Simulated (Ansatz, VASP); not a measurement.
**SnO: VASP beside Ansatz**

The input INCAR:

```
SYSTEM = SnO
PREC = Accurate
ENCUT = 520
EDIFF = 1E-7
ISMEAR = -1
SIGMA = 0.02
LREAL = .False.
LASPH = .True.
NELM = 100
ALGO = Normal
ISIF = 2
LWAVE = .False.
LCHARG = .False.
GGA = PE
NBANDS = 28
```

The input KPOINTS:

```
Automatic mesh
0
Gamma
  12 12 6
  0 0 0
```

POSCAR

```
SnO
1.0
    4.1254992580      0.0000000000      0.0000000000
   -2.0627496290      3.5727871607      0.0000000000
    0.0000000000      0.0000000000      5.1854030836
Sn O
2 2
Direct
    0.3333333333      0.6666666667      0.2500000000
    0.6666666667      0.3333333333      0.7500000000
    0.6666666667      0.3333333333      0.2500000000
    0.3333333333      0.6666666667      0.7500000000
```

Input for Ansatz:

```yaml
crystal:
  lattice:
    - [4.125499258, 0.0, 0.0]
    - [-2.062749629, 3.5727871607, 0.0]
    - [0.0, 0.0, 5.1854030836]
  atoms:
    - { symbol: Sn, position: [0.3333333333, 0.6666666667, 0.25] }
    - { symbol: Sn, position: [0.6666666667, 0.3333333333, 0.75] }
    - { symbol: O, position: [0.6666666667, 0.3333333333, 0.25] }
    - { symbol: O, position: [0.3333333333, 0.6666666667, 0.75] }
kpoints:
  mp_grid: { grid: [12, 12, 6] }
  band_path:
    path:
      - [[0.0, 0.0, 0.0], [0.5, 0.0, 0.0], [0.333333333333, 0.333333333333, 0.0], [0.0, 0.0, 0.0], [0.0, 0.0, 0.5], [0.5, 0.0, 0.5], [0.333333333333, 0.333333333333, 0.5], [0.0, 0.0, 0.5]]
      - [[0.5, 0.0, 0.5], [0.5, 0.0, 0.0]]
      - [[0.333333333333, 0.333333333333, 0.5], [0.333333333333, 0.333333333333, 0.0]]
    npoints: 10
hamiltonian:
  xc: pbe
scf:
  occupations: { method: fermi_dirac, width: 0.02 }
  n_extra_bands: 5
output:
  forces: true
  stress: true
  eigenvalues: true
```

Alike in both runs: task single point; functional PBE; k mesh 12 × 12 × 6; occupations fermi-dirac, width 0.02 eV; no spin polarisation.

|  | VASP | Ansatz |
| --- | --- | --- |
| version | VASP 6.6.1 | Ansatz 0.2.0 |
| potentials or method | VASP PAW PBE potentials, release 64 (Sn_d, O) | plane waves, PAW |
| plane-wave cutoff (eV) | 520 | 420 |
| valence electrons in the cell | 40 | 40 |

VASP gave:

```
pressure (GPa)                                                : 2.6
traceless stress, the component that is largest in VASP (GPa) : -0.24
```

Which values does Ansatz return?

Pressure (GPa): 2.5; traceless stress, the component that is largest in VASP (GPa): -0.21.

The functional is the same, so the differences come from potentials, cutoffs and numerics.
